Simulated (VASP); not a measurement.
# HfBr2F2 (P-3m1) in VASP: a series of runs

HfBr2F2 is run at these levels: PBE; tasks: single point, relaxation of cell and atoms.

All numbers are computed with VASP 6.6.1; they aren't measurements. Logs are shortened: lines on timing, memory, paths and dates and some standing lists are left out, and cuts for length are marked.

**1. The cell of the first run**

It takes space group P-3m1 (No. 164, trigonal). Conventional cell: a = 4.348 Å, b = 4.348 Å, c = 5.993 Å, α = 90.00°, β = 90.00°, γ = 120.00°. Hf (site symmetry -3m) has 6 F at 2.85 Å and 6 Br at 3.67 Å within 3.8 Å. Within 1.8 Å of Br (site symmetry 3m) lie 1 F at 1.32 Å. Within 1.8 Å of F (site symmetry 3m) lie 1 Br at 1.32 Å.

**2. Single point, PBE**

File INCAR:

```
PREC     = Accurate       # precision mode
ENCUT    = 520            # plane-wave cutoff, eV
EDIFF    = 1E-6           # SCF threshold, eV
ISMEAR   = 0              # smearing method
SIGMA    = 0.1            # smearing width, eV
LREAL    = F              # projectors in reciprocal space
LASPH    = T              # aspherical terms in the spheres
NELM     = 60             # most SCF steps
ALGO     = Normal         # electronic algorithm
ISIF     = 2              # what is computed and relaxed
LWAVE    = F              # write WAVECAR
LCHARG   = F              # write CHGCAR
GGA      = PE             # functional
NBANDS   = 27             # bands
```

File KPOINTS:

```
regular mesh
0
Gamma
  6 6 4
```

File POSCAR:

```
HfBr2F2
1.0
    4.3475435300      0.0000000000      0.0000000000
   -2.1737717700      3.7650831400      0.0000000000
    0.0000000000      0.0000000000      5.9929236800
Hf Br F
1 2 2
Direct
    0.0000000000      0.0000000000      0.0000000000
    0.3333333300      0.6666666700      0.4460000100
    0.6666666700      0.3333333300      0.5539999900
    0.3333333300      0.6666666700      0.2260000000
    0.6666666700      0.3333333300      0.7740000000
```

Potentials or basis: VASP PAW PBE potentials, release 64 (Hf_pv, Br, F).

Started as:

```console
$ cat potpaw_PBE.64/Hf_pv/POTCAR potpaw_PBE.64/Br/POTCAR potpaw_PBE.64/F/POTCAR > POTCAR
$ mpirun -np 1 vasp_std > vasp.out
```

OUTCAR:

```text
PREC = Accurate
   ENCUT = 520
   EDIFF = 1E-6
   ISMEAR = 0
   LREAL = F
   LASPH = T
   NELM = 60
   ISIF = 2
   GGA = PE

 ion  position               nearest neighbor table
   1  0.000  0.000  0.000-   4 2.85   5 2.85   5 2.85   4 2.85   5 2.85   4 2.85
   2  0.333  0.667  0.446-   4 1.32   3 2.59   3 2.59   3 2.59
   3  0.667  0.333  0.554-   5 1.32   2 2.59   2 2.59   2 2.59
   4  0.333  0.667  0.226-   2 1.32   1 2.85   1 2.85   1 2.85
   5  0.667  0.333  0.774-   3 1.32   1 2.85   1 2.85   1 2.85

  LATTYP: Found a hexagonal cell.
 ALAT       =     4.3475435300
 C/A-ratio  =     1.3784620300

  Lattice vectors:

 A1 = (   4.3475435300,   0.0000000000,   0.0000000000)
 A2 = (  -2.1737717700,   3.7650831400,   0.0000000000)
 A3 = (   0.0000000000,   0.0000000000,   5.9929236800)

Analysis of symmetry for initial positions (statically):
=====================================================================
 Subroutine PRICEL returns:
 Original cell was already a primitive cell.

 Routine SETGRP: Setting up the symmetry group for a
 hexagonal supercell.

 Subroutine GETGRP returns: Found 12 space group operations
 (whereof 12 operations were pure point group operations)
 out of a pool of 24 trial point group operations.

The static configuration has the point symmetry D_3d.

Analysis of symmetry for dynamics (positions and initial velocities):
=====================================================================
 Subroutine PRICEL returns:
 Original cell was already a primitive cell.

 Routine SETGRP: Setting up the symmetry group for a
 hexagonal supercell.

 Subroutine GETGRP returns: Found 12 space group operations
 (whereof 12 operations were pure point group operations)
 out of a pool of 24 trial point group operations.

The dynamic configuration has the point symmetry D_3d.

 Subroutine INISYM returns: Found 12 space group operations
 (whereof 12 operations are pure point group operations),
 and found     1 'primitive' translations

----------------------------------------------------------------------------------------

                                     Primitive cell

  volume of cell :      98.0973

  direct lattice vectors                    reciprocal lattice vectors
[... 89 lines left out ...]
   LASPH  =      T    aspherical Exc in radial PAW
   ENCUT  =  520.0 eV  38.22 Ry    6.18 a.u.   8.08  8.08 11.14*2*pi/ulx,y,z
   NELM   =     60;   NELMIN=  2; NELMDL= -5     # of ELM steps
   EDIFF  = 0.1E-05   stopping-criterion for ELM
   LREAL  =      F    real-space projection
   EDIFFG = 0.1E-04   stopping-criterion for IOM
   NSW    =      0    number of steps for IOM
   IBRION =     -1    ionic relax: 0-MD 1-quasi-New 2-CG
   NFREE  =      0    steps in history (QN), initial steepest desc. (CG)
   ISIF   =      2    stress and relaxation
   ISYM   =      2    0-nonsym 1-usesym 2-fastsym
   POTIM  = 0.5000    time-step for ionic-motion
   TEBEG  =    0.0;   TEEND  =   0.0 temperature during run
   PSTRESS=    0.0 pullay stress
   NELECT =      38.0000    total number of electrons
   NUPDOWN=      -1.0000    fix difference up-down
   EMIN   =  10.00;   EMAX   =-10.00  energy-range for DOS
   EFERMI =   0.00;   METHOD = LEGACY
   ISMEAR =     0;   SIGMA  =   0.10  broadening in eV -4-tet -1-fermi 0-gaus
   EFERMI_NEDOS =   21; number of points for ismear=-14 and -15
   IALGO  =     38    algorithm
   IMIX   =      4    mixing-type and parameters
     AMIX     =   0.40;   BMIX     =  1.00
     AMIX_MAG =   1.60;   BMIX_MAG =  1.00
  volume/ion in A,a.u.               =      19.62       132.40
  Fermi-wavevector in a.u.,A,eV,Ry     =   1.193393  2.255186 19.377250  1.424188
  Thomas-Fermi vector in A             =   2.329409
   LORBIT       =      0    0 simple, 1 ext, 2 COOP (PROOUT), +10 PAW based schemes
   GGA     = PE    functional components
   LHFCALC =     F    Hartree Fock is set to
   AEXX    =    0.0000 exact exchange contribution
   IVDW    =     0    specifies the selected vdW correction
   LEPSILON=     F    determine dielectric tensor
   LRPA    =     F    only Hartree local field effects (RPA)
 non-spin polarized calculation
 Gauss-broadening in eV      SIGMA  =   0.10
  energy-cutoff  :      520.00
  volume of cell :       98.10
 maximum number of plane-waves:      2658
   NGX = 17   NGY = 17   NGZ = 23

 number of electron      37.9999986 magnetization

 Free energy of the ion-electron system (eV)
  ---------------------------------------------------
  ext. energy  EPLUGINS =         0.00000000
  ---------------------------------------------------
  free energy    TOTEN  =         6.00412077 eV

  energy without entropy =        6.03309220  energy(sigma->0) =        6.01860649

 E-fermi :   5.0241     XC(G=0):  -9.6458

 val. band max:        4.9484982615   @ k =   0.0000   0.3333   0.2500
 cond. band min:       5.0323849724   @ k =   0.5000   0.0000   0.2500
 fundamental gap:      0.0838867109
 Fermi energy:         5.0240508100

 k-point     1 :       0.0000    0.0000    0.0000
  band No.  band energies     occupation
      1     -29.6123      2.00000
      2     -29.5243      2.00000
      3     -27.6748      2.00000
      4     -27.6748      2.00000
      5     -27.6272      2.00000
      6     -13.6369      2.00000
[... 709 lines left out ...]
     26       7.3253      0.00000
     27      10.0996      0.00000

------------------------ aborting loop because EDIFF is reached ----------------------------------------

  FORCE on cell =-STRESS in cart. coord.  units (eV):
  Direction    XX          YY          ZZ          XY          YZ          ZX
  --------------------------------------------------------------------------------------
  -------------------------------------------------------------------------------------
  Total       11.6613030     11.6613030    115.2575117     -0.0000000      0.0000000      0.0000000
  in kB      190.4585205    190.4585204   1882.4461653     -0.0000003      0.0000000      0.0000000
  external PRESSURE =     754.4544021 kB  Pullay stress =       0.0000000 kB

 VOLUME and BASIS-vectors are now :
 -----------------------------------------------------------------------------
  energy-cutoff  :      520.00
  volume of cell :       98.10
      direct lattice vectors                 reciprocal lattice vectors
     4.347543530  0.000000000  0.000000000     0.230014948  0.132799193  0.000000000
    -2.173771770  3.765083140  0.000000000     0.000000000  0.265598385  0.000000000
     0.000000000  0.000000000  5.992923680     0.000000000  0.000000000  0.166863463

 POSITION                                       TOTAL-FORCE (eV/Angst)
 -----------------------------------------------------------------------------------
      0.00000      0.00000      0.00000         0.000000      0.000000     -0.000000
     -0.00000      2.51006      2.67284         0.000000      0.000000     40.980959
      2.17377      1.25503      3.32008         0.000000      0.000000    -40.980959
     -0.00000      2.51006      1.35440        -0.000000      0.000000    -42.062895
      2.17377      1.25503      4.63852        -0.000000      0.000000     42.062895
 -----------------------------------------------------------------------------------
    total drift:                                0.000000      0.000000      0.000000

  FREE ENERGIE OF THE ION-ELECTRON SYSTEM (eV)
  ---------------------------------------------------
  free  energy   TOTEN  =         6.0041207663 eV

  energy  without entropy=        6.0330922044  energy(sigma->0) =        6.01860649
```

OSZICAR:

```text
N       E                     dE             d eps       ncg     rms          rms(c)
DAV:   1     0.275208806609E+03    0.27521E+03   -0.20030E+04  1296   0.129E+03
DAV:   2     0.223366682261E+02   -0.25287E+03   -0.24632E+03  1630   0.313E+02
DAV:   3     0.422385484742E+01   -0.18113E+02   -0.17595E+02  1587   0.737E+01
DAV:   4     0.385773365787E+01   -0.36612E+00   -0.35991E+00  1485   0.996E+00
DAV:   5     0.385021943796E+01   -0.75142E-02   -0.75070E-02  1529   0.116E+00    0.680E+01
DAV:   6     0.482717490005E+01    0.97696E+00   -0.23798E+01  1394   0.180E+01    0.371E+01
DAV:   7     0.223223653350E+01   -0.25949E+01   -0.64570E+01  1461   0.230E+01    0.230E+01
DAV:   8     0.528844811335E+01    0.30562E+01   -0.44171E+00  1415   0.836E+00    0.687E+00
DAV:   9     0.582220047302E+01    0.53375E+00   -0.97567E+00  1416   0.692E+00    0.269E+00
DAV:  10     0.596495186481E+01    0.14275E+00   -0.25065E+00  1411   0.384E+00    0.142E+00
DAV:  11     0.598885157025E+01    0.23900E-01   -0.55675E-02  1376   0.785E-01    0.883E-01
DAV:  12     0.599647976742E+01    0.76282E-02   -0.88361E-03  1440   0.360E-01    0.641E-01
DAV:  13     0.600407859867E+01    0.75988E-02   -0.41187E-02  1421   0.424E-01    0.173E-01
DAV:  14     0.600409041915E+01    0.11820E-04   -0.60926E-04  1445   0.120E-01    0.200E-01
DAV:  15     0.600411289848E+01    0.22479E-04   -0.61651E-05  1569   0.399E-02    0.113E-01
DAV:  16     0.600411897354E+01    0.60751E-05   -0.23447E-05  1408   0.187E-02    0.655E-02
DAV:  17     0.600412060985E+01    0.16363E-05   -0.24788E-06  1046   0.889E-03    0.295E-02
DAV:  18     0.600412076629E+01    0.15644E-06   -0.90273E-07   741   0.573E-03
   1 F= 0.60041208E+01 E0= 0.60186065E+01  d E =-.289714E-01
```

stdout:

```text
POSCAR found type information on POSCAR HfBrF
 POSCAR found :  3 types and       5 ions
 scaLAPACK will be used
 LDA part: xc-table for (Slater+PW92), standard interpolation
 POSCAR, INCAR and KPOINTS ok, starting setup
 FFT: planning ... GRIDC
 FFT: planning ... GRID_SOFT
 FFT: planning ... GRID
 WAVECAR not read
 entering main loop
```

Run time: 88 s. Hardware: 1 thread of Intel Xeon 6975P-C, shared host; peak memory 0.25 GiB.

Results:

- Free energy: 6.0041 eV
- Pressure: 75.4 GPa
- Largest force: 42.063 eV/Å
- Band gap on the k mesh: zero (band 19 reaches 5.12 eV, above the bottom of band 20 at 4.79 eV)

Forces on the atoms (eV/Å):
```
Hf    0.000   0.000   0.000
Br    0.000   0.000  40.981
Br    0.000   0.000 -40.981
F     0.000   0.000 -42.063
F     0.000   0.000  42.063
```

Caveat: spin-orbit coupling is left out, which moves the levels of the heavy elements; forces of over 1 eV/Å act on the atoms, so gaps and moduli don't describe the material at rest.

**3. Single point, PBE**

This run uses another cell than the first one, of 20.86 Å³/atom, 1.063 times its volume.

File INCAR:

```
SYSTEM = HfBr2F2
ALGO = Normal
EDIFF = 1E-6
ENCUT = 520
GGA = PE
ISIF = 2
ISMEAR = 0
LASPH = .True.
LCHARG = .False.
LREAL = .False.
LWAVE = .False.
NBANDS = 27
NELM = 60
PREC = Accurate
SIGMA = 0.1
```

File KPOINTS:

```
k-points
0
Gamma
  6 6 4
  0 0 0
```

File POSCAR:

```
HfBr2F2
1.0
    3.7774106269      0.0000000025      0.0000000000
   -1.8887053156      3.2713335622      0.0000000000
    0.0000000000      0.0000000000      8.4393183024
Hf Br F
1 2 2
Direct
    0.0000000000      0.0000000000      0.0000000000
    0.3333333333      0.6666666667      0.2712169272
    0.6666666667      0.3333333333      0.7287830728
    0.3333333333      0.6666666667     -0.0545842314
    0.6666666667      0.3333333333      1.0545842314
```

Potentials or basis: VASP PAW PBE potentials, release 64 (Hf_pv, Br, F).

Started as:

```console
$ cat potpaw_PBE.64/Hf_pv/POTCAR potpaw_PBE.64/Br/POTCAR potpaw_PBE.64/F/POTCAR > POTCAR
$ mpirun -np 1 vasp_std > vasp.out
```

Wall time 80 s (1 thread of Intel Xeon 6975P-C, shared host); peak memory 0.25 GiB.

The run converged. Its results:

```yaml
Free_energy: -27.1290 eV
Pressure: -0.8 GPa
Largest_force: 0.067 eV/Å
Band_gap_on_the_k_mesh: 2.34 eV, direct
```

Forces in eV/Å, atoms in the order of the input:
```
Hf   0.000  0.000  0.000
Br   0.000  0.000 -0.013
Br   0.000  0.000  0.013
F    0.000  0.000  0.067
F    0.000  0.000 -0.067
```

Stress tensor (GPa, compression positive):
```
-1.18  0.00  0.00
 0.00 -1.18  0.00
 0.00  0.00 -0.19
```

Levels at points of the mesh, in eV from the valence-band top:
```tsv
k point	band 17	band 18	band 19	band 20	band 21	band 22
(0.00, 0.00, 0.00)	-0.37	0.00	0.00	2.34	2.34	2.59
(0.50, 0.00, 0.00)	-0.96	-0.95	-0.44	2.47	2.70	3.09
(0.00, 0.00, 0.50)	-0.35	-0.03	-0.03	2.35	2.35	2.75
(0.50, 0.00, 0.50)	-0.98	-0.79	-0.38	2.42	2.66	3.15
```

Caveat: spin-orbit coupling is left out, which moves the levels of the heavy elements; this functional lacks dispersion, which binds the layers, so the pressure and a relaxed spacing across them are unreliable.

(Part 1 of 2 ends here.)
